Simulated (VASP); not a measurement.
# BN (Qingsongite) (P1) in VASP: notebook, part 2 of 2

VASP 6.6.1. Earlier steps stand in the parts before.

### Step 3. Single point, PBEsol

INCAR

```
ALGO     = Normal         # electronic algorithm
EDIFF    = 1E-6           # SCF threshold, eV
ENCUT    = 520            # plane-wave cutoff, eV
GGA      = PS             # functional
ISIF     = 2              # what is computed and relaxed
ISMEAR   = 0              # smearing method
LASPH    = True           # aspherical terms in the spheres
LCHARG   = True           # write CHGCAR
LELF     = True           # ELF
LREAL    = False          # projectors in reciprocal space
LVHAR    = True         
LWAVE    = False          # write WAVECAR
NBANDS   = 11             # bands
NELM     = 80             # most SCF steps
PREC     = Accurate       # precision mode
SIGMA    = 0.01           # smearing width, eV
```

KPOINTS

```
k-points
0
Gamma
  6 6 6
```

POSCAR

```
BN
1.0
    0.0217300000      1.8280400000      1.7996700000
    1.8502600000      0.0250400000      1.7963600000
    1.8429000000      1.8173800000      0.0323900000
B N
1 1
Direct
    0.0436000000      0.9591100000      0.9710600000
    0.2406916629      0.2861162153      0.2350377358
```

Potentials or basis: VASP PAW PBE potentials, release 64 (B, N).

On the command line:

```console
$ cat potpaw_PBE.64/B/POTCAR potpaw_PBE.64/N/POTCAR > POTCAR
$ mpirun -np 1 vasp_std > vasp.out
```

OUTCAR:

```text
EDIFF = 1E-6
   ENCUT = 520
   GGA = PS
   ISIF = 2
   ISMEAR = 0
   LASPH = True
   LREAL = False
   NELM = 80
   PREC = Accurate

 ion  position               nearest neighbor table
   1  0.044  0.959  0.971-   2 1.40   2 1.53   2 1.68   2 1.68
   2  0.241  0.286  0.235-   1 1.40   1 1.53   1 1.68   1 1.68

  LATTYP: Found a triclinic cell.
 ALAT       =     4.4434965549
 B/A-ratio  =     0.5779108963
 C/A-ratio  =     0.8020570046
 COS(alpha) =     0.0025099236
 COS(beta)  =     0.3958188311
 COS(gamma) =     0.8719460439

  Lattice vectors:

 A1 = (   3.6497000000,  -1.8136600000,  -1.7705900000)
 A2 = (   1.8285300000,  -1.8030000000,  -0.0033100000)
 A3 = (  -0.0290900000,  -0.0357000000,  -3.5636400000)

Analysis of symmetry for initial positions (statically):
=====================================================================
 Subroutine PRICEL returns:
 Original cell was already a primitive cell.

 Routine SETGRP: Setting up the symmetry group for a
 triclinic supercell.

 Subroutine GETGRP returns: Found  1 space group operations
 (whereof  1 operations were pure point group operations)
 out of a pool of  2 trial point group operations.

The static configuration has the point symmetry C_1 .

Analysis of symmetry for dynamics (positions and initial velocities):
=====================================================================
 Subroutine PRICEL returns:
 Original cell was already a primitive cell.

 Routine SETGRP: Setting up the symmetry group for a
 triclinic supercell.

 Subroutine GETGRP returns: Found  1 space group operations
 (whereof  1 operations were pure point group operations)
 out of a pool of  2 trial point group operations.

The dynamic configuration has the point symmetry C_1 .

 Subroutine INISYM returns: Found  1 space group operations
 (whereof  1 operations are pure point group operations),
 and found     1 'primitive' translations

[... 114 lines left out ...]
     AMIX_MAG =   1.60;   BMIX_MAG =  1.00
  volume/ion in A,a.u.               =       5.92        39.95
  Fermi-wavevector in a.u.,A,eV,Ry     =   1.436557  2.714699 28.078294  2.063696
  Thomas-Fermi vector in A             =   2.555732
   LORBIT       =      0    0 simple, 1 ext, 2 COOP (PROOUT), +10 PAW based schemes
   GGA     = PS    functional components
   LHFCALC =     F    Hartree Fock is set to
   AEXX    =    0.0000 exact exchange contribution
   IVDW    =     0    specifies the selected vdW correction
   LEPSILON=     F    determine dielectric tensor
   LRPA    =     F    only Hartree local field effects (RPA)
 non-spin polarized calculation
 Gauss-broadening in eV      SIGMA  =   0.01
  energy-cutoff  :      520.00
  volume of cell :       11.84
 maximum number of plane-waves:       330
   NGX =  9   NGY =  9   NGZ =  9

 number of electron       8.0000000 magnetization

 Free energy of the ion-electron system (eV)
  ---------------------------------------------------
  ext. energy  EPLUGINS =         0.00000000
  ---------------------------------------------------
  free energy    TOTEN  =       -17.85821860 eV

  energy without entropy =      -17.85821860  energy(sigma->0) =      -17.85821860

 E-fermi :   8.5794     XC(G=0): -12.9936

 val. band max:        8.3837097712   @ k =   0.0000   0.0000   0.0000
 cond. band min:      10.9675873500   @ k =   0.5000   0.5000   0.0000
 fundamental gap:      2.5838775787
 Fermi energy:         8.5793910871

 k-point     1 :       0.0000    0.0000    0.0000
  band No.  band energies     occupation
      1     -12.9426      2.00000
      2       5.3568      2.00000
      3       7.6559      2.00000
      4       8.3837      2.00000
      5      14.9950      0.00000
      6      15.4856      0.00000
      7      17.4733      0.00000
      8      18.6806      0.00000
      9      31.4698      0.00000
     10      33.9987      0.00000
     11      34.3682      0.00000
[... 309 lines left out ...]
 k-point    24 :       0.5000    0.0000    0.1667
  band No.  band energies     occupation
      1      -8.5631      2.00000
      2      -2.1376      2.00000
      3       2.7004      2.00000
      4       4.8565      2.00000
      5      14.4410      0.00000
      6      19.1826      0.00000
      7      20.7656      0.00000
      8      22.5103      0.00000
      9      28.8176      0.00000
     10      32.9643      0.00000
     11      35.7324      0.00000

 [... further k-points ...]
[... 5 lines left out ...]
  --------------------------------------------------------------------------------------
  -------------------------------------------------------------------------------------
  Total        0.0110740      0.7808294      1.4877933     -0.8900780     -1.2175338      0.1986867
  in kB        1.4985367    105.6625183    201.3294901   -120.4461337   -164.7577475     26.8864589
  external PRESSURE =     102.8301817 kB  Pullay stress =       0.0000000 kB

 VOLUME and BASIS-vectors are now :
 -----------------------------------------------------------------------------
  energy-cutoff  :      520.00
  volume of cell :       11.84
      direct lattice vectors                 reciprocal lattice vectors
     0.021730000  1.828040000  1.799670000    -0.275667418  0.274546138  0.280111871
     1.850260000  0.025040000  1.796360000     0.271243063 -0.280063619  0.281203435
     1.842900000  1.817380000  0.032390000     0.273547161  0.277944883 -0.285629334

 POSITION                                       TOTAL-FORCE (eV/Angst)
 -----------------------------------------------------------------------------------
      3.56512      1.86850      1.83283         4.104081     -2.577274      2.196261
      0.96777      0.87431      0.95475        -4.104081      2.577274     -2.196261
 -----------------------------------------------------------------------------------
    total drift:                               -0.000086      0.000020     -0.000084

  FREE ENERGIE OF THE ION-ELECTRON SYSTEM (eV)
  ---------------------------------------------------
  free  energy   TOTEN  =       -17.8582186029 eV

  energy  without entropy=      -17.8582186029  energy(sigma->0) =      -17.85821860
```

OSZICAR:

```text
N       E                     dE             d eps       ncg     rms          rms(c)
DAV:   1     0.905269103718E+01    0.90527E+01   -0.48050E+03  2528   0.707E+02
DAV:   2    -0.184530736518E+02   -0.27506E+02   -0.26577E+02  2955   0.164E+02
DAV:   3    -0.189518736088E+02   -0.49880E+00   -0.49797E+00  2869   0.188E+01
DAV:   4    -0.189524294792E+02   -0.55587E-03   -0.55586E-03  2659   0.710E-01
DAV:   5    -0.189524299985E+02   -0.51930E-06   -0.51929E-06  2839   0.212E-02    0.701E+00
DAV:   6    -0.179708923475E+02    0.98154E+00   -0.32080E+00  2623   0.102E+01    0.339E+00
DAV:   7    -0.178803799066E+02    0.90512E-01   -0.12355E-01  2824   0.286E+00    0.197E+00
DAV:   8    -0.178582409268E+02    0.22139E-01   -0.37944E-02  2779   0.142E+00    0.197E-01
DAV:   9    -0.178582023683E+02    0.38558E-04   -0.13392E-03  2647   0.323E-01    0.878E-02
DAV:  10    -0.178582161500E+02   -0.13782E-04   -0.10178E-04  2746   0.860E-02    0.169E-02
DAV:  11    -0.178582184294E+02   -0.22794E-05   -0.65433E-06  2738   0.221E-02    0.104E-02
DAV:  12    -0.178582186029E+02   -0.17353E-06   -0.82898E-07  1340   0.659E-03
   1 F= -.17858219E+02 E0= -.17858219E+02  d E =-.131978-170
```

Run time: 14 s. Hardware: 1 thread of Intel Xeon Platinum 8259CL at 2.50GHz (Skylake/Cascade Lake), shared host; peak memory 0.12 GiB.

Results:

| Property | Result |
| --- | --- |
| Free energy | -17.8582 eV |
| Pressure | 10.3 GPa |
| Largest force | 5.321 eV/Å |
| Band gap on the k mesh | 2.58 eV, indirect (least direct gap 6.61 eV) |

Forces on the atoms (eV/Å):
```
B    4.104 -2.577  2.196
N   -4.104  2.577 -2.196
```

Caveat: the k points lie up to 0.51 Å⁻¹ apart; the PAW data sets were made with another functional, which shifts forces and pressure a little. As with any semilocal functional, this PBEsol gap is likely too small.
